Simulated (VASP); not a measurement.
Set up this calculation in VASP 6.6.1, as the native input.

* Task: single point
* Functional: LDA
* Potentials or basis: VASP PAW LDA potentials, release 64 (Mg, Cu, S)
* Cutoff: 600 eV
* k mesh: 6 × 6 × 6
* Occupations: methfessel-paxton, width 0.05 eV
* Spin: no spin polarisation
* Dipole correction: no
* Further INCAR settings: ALGO = Normal; EDIFF = 1e-06; NBANDS = 26

The structure of MgCu2S2 lies in POSCAR:

```
MgCu2S2
1.0
    1.9403000000      1.1202327273      6.7863200000
   -1.9403000000      1.1202327273      6.7863200000
    0.0000000000     -2.2404654546      6.7863200000
Mg Cu S
1 2 2
Direct
    0.3776033333      0.3776033333      0.3776033333
    0.6075733333      0.6075733333      0.6075733333
    0.1567000000      0.1567000000      0.1567000000
    0.9867566667      0.9867566667      0.9867566667
    0.4955733333      0.4955733333      0.4955733333
```

These files were run (other wordings do the same):

INCAR

```
SYSTEM = MgCu2S2
  ALGO = Normal
  EDIFF = 1E-6
  ENCUT = 600
  GGA_COMPAT = .FALSE.
  ISIF = 2
  ISMEAR = 1
  LASPH = .TRUE.
  LCHARG = .FALSE.
  LREAL = .FALSE.
  LWAVE = .FALSE.
  NBANDS = 26
  NELM = 120
  PREC = Accurate
  SIGMA = 0.05
```

KPOINTS

```
k-points
0
G
  6 6 6
  0 0 0
```

Potentials or basis: VASP PAW LDA potentials, release 64 (Mg, Cu, S).

Run with:

```sh
$ cat potpaw_LDA.64/Mg/POTCAR potpaw_LDA.64/Cu/POTCAR potpaw_LDA.64/S/POTCAR > POTCAR
$ mpirun -np 1 vasp_std > vasp.out
```

Results of the run:

```
Pressure               : -5.6 GPa
Largest force          : 0.169 eV/Å
Band gap on the k mesh : zero (bands 18 and 19 overlap by 0.02 eV)
```

Caveat: the cell stands under tension; semilocal functionals underestimate gaps, and a narrow one can read as zero.

Run time: 5.8 min on 1 thread of Intel(R) Xeon(R) Platinum 8375C CPU @ 2.90GHz (Ice Lake) (shared host), peak memory 0.39 GiB.
